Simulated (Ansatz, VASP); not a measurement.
One calculation of Cd, two programs

File INCAR:

```
  PREC = Accurate
  ENCUT = 400
  EDIFF = 1E-8
  ISMEAR = -1
  SIGMA = 0.05
  LREAL = False
  LASPH = True
  NELM = 120
  ALGO = Normal
  ISIF = 2
  LWAVE = False
  LCHARG = False
  GGA = PE
  LEFG = True
  NBANDS = 19
  GGA_COMPAT = False
```

Contents of KPOINTS:

```
regular mesh
0
Gamma
  16 16 7
```

File POSCAR:

```
Cd
1.0
    2.9487808294      0.0000000000      0.0000000000
   -1.4743904147      2.5537191084      0.0000000000
    0.0000000000      0.0000000000      5.5609021808
Cd
2
Direct
    0.3333333333      0.6666666667      0.2500000000
    0.6666666667      0.3333333333      0.7500000000
```

Input for Ansatz:

```yaml
crystal:
  lattice:
    - [2.9487808294, 0.0, 0.0]
    - [-1.4743904147, 2.5537191084, 0.0]
    - [0.0, 0.0, 5.5609021808]
  atoms:
    - { symbol: Cd, position: [0.3333333333, 0.6666666667, 0.25] }
    - { symbol: Cd, position: [0.6666666667, 0.3333333333, 0.75] }
kpoints:
  mp_grid: { grid: [16, 16, 7] }
scf:
  occupations: { method: fermi_dirac, width: 0.05 }
hamiltonian:
  xc: pbe
  pseudopotentials: { kind: paw }
output:
  forces: true
  stress: true
  eigenvalues: true
  efg: { contact_densities: true }
  write_density: true
  write_potential: true
  elf: true
  volumetric_format: npy
```

Change from the starting cell: volume scaled by 0.97, PAW files.

Alike in both runs: task electric field gradients; functional PBE; k mesh 16 × 16 × 7; occupations fermi-dirac, width 0.05 eV; no spin polarisation.

|  | VASP | Ansatz |
| --- | --- | --- |
| version | VASP 6.6.1 | Ansatz 0.2.0 |
| potentials or method | VASP PAW PBE potentials, release 64 (Cd) | PAW with Ansatz's default frozen-core files, scalar-relativistic |
| plane-wave cutoff (eV) | 400 | 420 |
| valence electrons in the cell | 24 | 40 |

|  | VASP | Ansatz | Ansatz less VASP |
| --- | --- | --- | --- |
| pressure (GPa) | 4.4 | 4.9 | +0.55 |
| traceless stress, the component that is largest in VASP (GPa) | -1.52 | -1.35 | +0.173 |
| size of Vzz on the site where it differs most (V/Å²) | 84.0 | 77.4 | -6.64 |

VASP's potentials hold 24 valence electrons a cell and Ansatz's 40, so a difference there can come from the potentials and not from the codes.
